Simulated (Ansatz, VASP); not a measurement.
One calculation of CeO2, two programs

```
Ce O
1.0
     0.00000    2.68090    2.68090
     2.68090    0.00000    2.68090
     2.68090    2.68090    0.00000
Ce O
1 2
Direct
  0.00000 0.00000 0.00000
  0.25000 0.25000 0.25000
  0.75000 0.75000 0.75000
```

Alike in both runs: task single point; functional PBEsol; k mesh 12 × 12 × 12; occupations gaussian, width 0.05 eV; no spin polarisation.

```csv
,VASP,Ansatz
version,VASP 6.6.1,Ansatz 0.2.0
potentials or method,"VASP PAW PBE potentials, release 64 (Ce, O), cutoff 520 eV","scalar-relativistic, plane waves, PAW"
valence electrons in the cell,24,24
```

```tsv
	VASP	Ansatz	Ansatz less VASP
gap on the k mesh at the Fermi level (eV)	2.03	2.05	+0.024
least direct gap on the mesh (eV)	2.14	2.17	+0.025
pressure (GPa)	4.0	4.1	+0.02
```

VASP's potentials were made for PBE, not for PBEsol.

Neither program's run includes spin-orbit coupling.
